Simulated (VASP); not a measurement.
# Na (Im-3m) in VASP: further runs, part 2 of 2

VASP 6.6.1. The steps go on from the part before.

## (3) Single point, PBE (volume scaled by 0.97)

The input, INCAR:

```
PREC = Accurate ; ENCUT = 520
EDIFF = 1E-6 ; ISMEAR = -1
SIGMA = 0.05 ; LREAL = F
LASPH = T ; NELM = 100
ALGO = Normal ; ISIF = 2
LWAVE = F ; LCHARG = F
GGA = PE ; NBANDS = 10
```

The input, KPOINTS:

```
Automatic mesh
0
Gamma
  12 12 12
```

The input, POSCAR:

```
Na
1.0
   -2.0961096487      2.0961096487      2.0961096487
    2.0961096487     -2.0961096487      2.0961096487
    2.0961096487      2.0961096487     -2.0961096487
Na
1
Direct
    0.0000000000      0.0000000000      0.0000000000
```

Potentials or basis: VASP PAW PBE potentials, release 64 (Na_pv).

The run is started by

```sh
$ cat potpaw_PBE.64/Na_pv/POTCAR > POTCAR
$ mpirun -np 1 vasp_std > vasp.out
```

OUTCAR:

```text
PREC = Accurate
   ENCUT = 520
   EDIFF = 1E-6
   ISMEAR = -1
   LREAL = F
   LASPH = T
   NELM = 100
   ISIF = 2
   GGA = PE

 ion  position               nearest neighbor table
   1  0.000  0.000  0.000-

  LATTYP: Found a body centered cubic cell.
 ALAT       =     4.1922192974

  Lattice vectors:

 A1 = (  -2.0961096487,   2.0961096487,   2.0961096487)
 A2 = (   2.0961096487,  -2.0961096487,   2.0961096487)
 A3 = (   2.0961096487,   2.0961096487,  -2.0961096487)

Analysis of symmetry for initial positions (statically):
=====================================================================
 Subroutine PRICEL returns:
 Original cell was already a primitive cell.

 Routine SETGRP: Setting up the symmetry group for a
 body centered cubic supercell.

 Subroutine GETGRP returns: Found 48 space group operations
 (whereof 48 operations were pure point group operations)
 out of a pool of 48 trial point group operations.

The static configuration has the point symmetry O_h .

Analysis of symmetry for dynamics (positions and initial velocities):
=====================================================================
 Subroutine PRICEL returns:
 Original cell was already a primitive cell.

 Routine SETGRP: Setting up the symmetry group for a
 body centered cubic supercell.

 Subroutine GETGRP returns: Found 48 space group operations
 (whereof 48 operations were pure point group operations)
 out of a pool of 48 trial point group operations.

The dynamic configuration has the point symmetry O_h .

 Subroutine INISYM returns: Found 48 space group operations
 (whereof 48 operations are pure point group operations),
 and found     1 'primitive' translations

----------------------------------------------------------------------------------------

                                     Primitive cell

  volume of cell :      36.8385

  direct lattice vectors                    reciprocal lattice vectors
    -2.096109649  2.096109649  2.096109649     0.000000000  0.238537140  0.238537140
     2.096109649 -2.096109649  2.096109649     0.238537140  0.000000000  0.238537140
     2.096109649  2.096109649 -2.096109649     0.238537140  0.238537140  0.000000000

  length of vectors
     3.630568410  3.630568410  3.630568410     0.337342458  0.337342458  0.337342458

  position of ions in fractional coordinates (direct lattice)
     0.000000000  0.000000000  0.000000000

  ion indices of the primitive-cell ions
   primitive index   ion index
                 1           1

----------------------------------------------------------------------------------------

 KPOINTS: Automatic mesh

Automatic generation of k-mesh.
 Grid dimensions read from file:
 generate k-points for:   12   12   12

 Generating k-lattice:

  Cartesian coordinates                     Fractional coordinates (reciprocal lattice)
     0.000000000  0.019878095  0.019878095     0.083333333  0.000000000  0.000000000
     0.019878095  0.000000000  0.019878095     0.000000000  0.083333333  0.000000000
     0.019878095  0.019878095  0.000000000     0.000000000  0.000000000  0.083333333

  Length of vectors
     0.028111872  0.028111872  0.028111872

  Shift w.r.t. Gamma in fractional coordinates (k-lattice)
     0.000000000  0.000000000  0.000000000

 Subroutine IBZKPT returns following result:
 ===========================================

 Found     72 irreducible k-points:

 Following reciprocal coordinates:
            Coordinates               Weight
  0.000000  0.000000  0.000000      1.000000
  0.083333  0.000000  0.000000     12.000000
  0.166667  0.000000  0.000000     12.000000
  0.250000  0.000000  0.000000     12.000000
  0.333333  0.000000  0.000000     12.000000
  0.416667  0.000000  0.000000     12.000000
[... 16 lines left out ...]
  0.333333  0.083333  0.083333     24.000000
  0.416667  0.083333  0.083333     12.000000
 [... further k-points ...]
   k-points           NKPTS =     72   k-points in BZ     NKDIM =     72   number of bands    NBANDS=     10
   number of dos      NEDOS =    301   number of ions     NIONS =      1
   total plane-waves  NPLWV =  21952
   dimension x,y,z NGX =    28 NGY =   28 NGZ =   28
   dimension x,y,z NGXF=    56 NGYF=   56 NGZF=   56
   ions per type =               1
   NGX,Y,Z   is equivalent  to a cutoff of  12.82, 12.82, 12.82 a.u.
   NGXF,Y,Z  is equivalent  to a cutoff of  25.64, 25.64, 25.64 a.u.
 SYSTEM =  unknown system
   PREC   = accura    normal or accurate (medium, high low for compatibility)
   ISTART =      0    job   : 0-new  1-cont  2-samecut
   ICHARG =      2    charge: 1-file 2-atom 10-const
   ISPIN  =      1    spin polarized calculation?
   LNONCOLLINEAR =      F non collinear calculations
   LSORBIT =      F    spin-orbit coupling
   LASPH  =      T    aspherical Exc in radial PAW
   ENCUT  =  520.0 eV  38.22 Ry    6.18 a.u.   6.75  6.75  6.75*2*pi/ulx,y,z
   NELM   =    100;   NELMIN=  2; NELMDL= -5     # of ELM steps
   EDIFF  = 0.1E-05   stopping-criterion for ELM
   LREAL  =      F    real-space projection
   EDIFFG = 0.1E-04   stopping-criterion for IOM
   NSW    =      0    number of steps for IOM
   IBRION =     -1    ionic relax: 0-MD 1-quasi-New 2-CG
   NFREE  =      0    steps in history (QN), initial steepest desc. (CG)
   ISIF   =      2    stress and relaxation
   ISYM   =      2    0-nonsym 1-usesym 2-fastsym
   POTIM  = 0.5000    time-step for ionic-motion
   TEBEG  =    0.0;   TEEND  =   0.0 temperature during run
   PSTRESS=    0.0 pullay stress
   NELECT =       7.0000    total number of electrons
   NUPDOWN=      -1.0000    fix difference up-down
   EMIN   =  10.00;   EMAX   =-10.00  energy-range for DOS
   EFERMI =   0.00;   METHOD = LEGACY
   ISMEAR =    -1;   SIGMA  =   0.05  broadening in eV -4-tet -1-fermi 0-gaus
   EFERMI_NEDOS =   21; number of points for ismear=-14 and -15
   IALGO  =     38    algorithm
   IMIX   =      4    mixing-type and parameters
     AMIX     =   0.40;   BMIX     =  1.00
     AMIX_MAG =   1.60;   BMIX_MAG =  1.00
  volume/ion in A,a.u.               =      36.84       248.60
  Fermi-wavevector in a.u.,A,eV,Ry     =   0.941182  1.778576 12.052356  0.885823
  Thomas-Fermi vector in A             =   2.068667
   LORBIT       =      0    0 simple, 1 ext, 2 COOP (PROOUT), +10 PAW based schemes
   GGA     = PE    functional components
   LHFCALC =     F    Hartree Fock is set to
   AEXX    =    0.0000 exact exchange contribution
   IVDW    =     0    specifies the selected vdW correction
   LEPSILON=     F    determine dielectric tensor
   LRPA    =     F    only Hartree local field effects (RPA)
 non-spin polarized calculation
  energy-cutoff  :      520.00
  volume of cell :       36.84
 maximum number of plane-waves:      1006
   NGX = 13   NGY = 13   NGZ = 13

 number of electron       7.0000003 magnetization

 Free energy of the ion-electron system (eV)
  ---------------------------------------------------
  ext. energy  EPLUGINS =         0.00000000
  ---------------------------------------------------
  free energy    TOTEN  =        -1.31119666 eV

  energy without entropy =       -1.30585193  energy(sigma->0) =       -1.30852429

 E-fermi :   0.3119     XC(G=0):  -6.5187

 val. band max:        0.2753817746   @ k =  -0.3333   0.4167   0.1667
 cond. band min:       0.3876716684   @ k =   0.3333   0.1667   0.0000
 fundamental gap:      0.1122898939
 Fermi energy:         0.3119190099

 k-point     1 :       0.0000    0.0000    0.0000
  band No.  band energies     occupation
      1     -24.5495      2.00000
      2     -24.5495      2.00000
      3     -24.5495      2.00000
      4      -2.9443      2.00000
      5      12.1203      0.00000
      6      12.1203      0.00000
      7      12.1203      0.00000
      8      13.1246      0.00000
      9      13.1246      0.00000
     10      13.6838      0.00000

 k-point     2 :       0.0833    0.0000    0.0000
  band No.  band energies     occupation
      1     -24.5520      2.00000
      2     -24.5504      2.00000
      3     -24.5495      2.00000
      4      -2.8213      2.00000
      5      10.6161      0.00000
      6      11.3958      0.00000
      7      11.6728      0.00000
      8      12.2491      0.00000
      9      12.5606      0.00000
     10      14.0174      0.00000
[... 274 lines left out ...]
 k-point    24 :       0.4167    0.0833    0.0833
  band No.  band energies     occupation
      1     -24.5834      2.00000
      2     -24.5632      2.00000
      3     -24.5518      2.00000
      4       1.3234      0.00000
      5       1.8050      0.00000
      6       6.5899      0.00000
      7       7.7034      0.00000
      8      12.0964      0.00000
      9      12.8944      0.00000
     10      16.7701      0.00000

 [... further k-points ...]
[... 5 lines left out ...]
  --------------------------------------------------------------------------------------
  -------------------------------------------------------------------------------------
  Total        0.0023047      0.0023047      0.0023047     -0.0000000      0.0000000      0.0000000
  in kB        0.1002362      0.1002362      0.1002362     -0.0000000      0.0000000      0.0000000
  external PRESSURE =       0.1002362 kB  Pullay stress =       0.0000000 kB

 VOLUME and BASIS-vectors are now :
 -----------------------------------------------------------------------------
  energy-cutoff  :      520.00
  volume of cell :       36.84
      direct lattice vectors                 reciprocal lattice vectors
    -2.096109649  2.096109649  2.096109649     0.000000000  0.238537140  0.238537140
     2.096109649 -2.096109649  2.096109649     0.238537140  0.000000000  0.238537140
     2.096109649  2.096109649 -2.096109649     0.238537140  0.238537140  0.000000000

 POSITION                                       TOTAL-FORCE (eV/Angst)
 -----------------------------------------------------------------------------------
      0.00000      0.00000      0.00000         0.000000      0.000000     -0.000000
 -----------------------------------------------------------------------------------
    total drift:                               -0.000000     -0.000000     -0.000000

  FREE ENERGIE OF THE ION-ELECTRON SYSTEM (eV)
  ---------------------------------------------------
  free  energy   TOTEN  =        -1.3111966562 eV

  energy  without entropy=       -1.3058519283  energy(sigma->0) =       -1.30852429
```

OSZICAR:

```text
N       E                     dE             d eps       ncg     rms          rms(c)
DAV:   1     0.287751669549E+02    0.28775E+02   -0.36574E+03  1450   0.569E+02
DAV:   2    -0.673069037409E+00   -0.29448E+02   -0.29258E+02  1474   0.153E+02
DAV:   3    -0.130635569571E+01   -0.63329E+00   -0.63292E+00  1748   0.240E+01
DAV:   4    -0.131180175957E+01   -0.54461E-02   -0.54457E-02  1686   0.219E+00
DAV:   5    -0.131188417188E+01   -0.82412E-04   -0.82412E-04  1678   0.268E-01    0.205E-01
DAV:   6    -0.131148183568E+01    0.40234E-03   -0.48649E-04  1750   0.263E-01    0.138E-01
DAV:   7    -0.131120352585E+01    0.27831E-03   -0.98870E-04  1618   0.314E-01    0.160E-02
DAV:   8    -0.131119648551E+01    0.70403E-05   -0.45549E-05  1764   0.111E-01    0.223E-03
DAV:   9    -0.131119665621E+01   -0.17069E-06   -0.19356E-07  1036   0.450E-03
   1 F= -.13111967E+01 E0= -.13085243E+01  d E =-.534473E-02
```

stdout:

```text
POSCAR found type information on POSCAR Na
 POSCAR found :  1 types and       1 ions
 scaLAPACK will be used
 LDA part: xc-table for (Slater+PW92), standard interpolation
 POSCAR, INCAR and KPOINTS ok, starting setup
 FFT: planning ... GRIDC
 FFT: planning ... GRID_SOFT
 FFT: planning ... GRID
 WAVECAR not read
 entering main loop
```

Run time: 21 s. Hardware: 1 thread of Intel Xeon Platinum 8259CL at 2.50GHz (Skylake/Cascade Lake), shared host; peak memory 0.15 GiB.

Results:

| Quantity | Value |
| --- | --- |
| Free energy | -1.3112 eV |
| Pressure | 0.0 GPa |

Caveat: the cell differs from its parent crystal (volume scaled by 0.97).

## (4) Single point, PBE

This run uses another cell than the first one, of 37.98 Å³/atom, 1.063 times its volume.

The input, INCAR:

```
PREC = Accurate ; ENCUT = 520
EDIFF = 1E-6 ; ISMEAR = -1
SIGMA = 0.01 ; LREAL = False
LASPH = True ; NELM = 100
ALGO = Normal ; ISIF = 2
LWAVE = False ; LCHARG = True
GGA = PE ; LELF = True
LVHAR = True ; NBANDS = 10
```

KPOINTS is that of step 3.

The input, POSCAR:

```
Na
1.0
   -2.1175000000      2.1175000000      2.1175000000
    2.1175000000     -2.1175000000      2.1175000000
    2.1175000000      2.1175000000     -2.1175000000
Na
1
Direct
    0.0000000000      0.0000000000      0.0000000000
```

The run is started by

```sh
$ cat potpaw_PBE.64/Na_pv/POTCAR > POTCAR
$ mpirun -np 1 vasp_std > vasp.out
```

Run time: 22 s. Hardware: 1 thread of Intel Xeon Platinum 8259CL at 2.50GHz (Skylake/Cascade Lake), shared host; peak memory 0.15 GiB.

The run converged. Its results:

| Item | Value |
| --- | --- |
| Free energy | -1.3074 eV |
| Pressure | -0.2 GPa |

Levels at points of the mesh, in eV from the Fermi level:
| k point | band 1 | band 2 | band 3 | band 4 | band 5 | band 6 | band 7 | band 8 |
| --- | --- | --- | --- | --- | --- | --- | --- | --- |
| (0.00, 0.00, 0.00) | -24.86 | -24.86 | -24.86 | -3.17 | 11.64 | 11.64 | 11.64 | 12.62 |
| (0.50, 0.00, 0.00) | -24.89 | -24.87 | -24.86 | 0.81 | 1.25 | 8.17 | 9.05 | 9.18 |
| (0.50, 0.50, 0.50) | -24.88 | -24.88 | -24.88 | 4.54 | 4.54 | 4.88 | 4.88 | 4.88 |

## (5) Summary

| cell | smearing | gap on the mesh (eV) | pressure (GPa) |
| --- | --- | --- | --- |
| a = 3.593 Å, angles 109.5°, 1 atom | fermi-dirac 0.05 eV | none | 0.3 |
| a = 3.631 Å, angles 109.5°, 1 atom | fermi-dirac 0.05 eV | none | 0.0 |
| a = 3.668 Å, angles 109.5°, 1 atom | fermi-dirac 0.01 eV | none | -0.2 |

Alike in all rows: task single point; level PBE; potentials or basis VASP PAW PBE potentials, release 64 (Na_pv); no spin polarisation; k mesh 12 × 12 × 12; cutoff (eV) 520.

Total energies depend on the potentials used, so only differences within one code and one set of settings carry meaning.
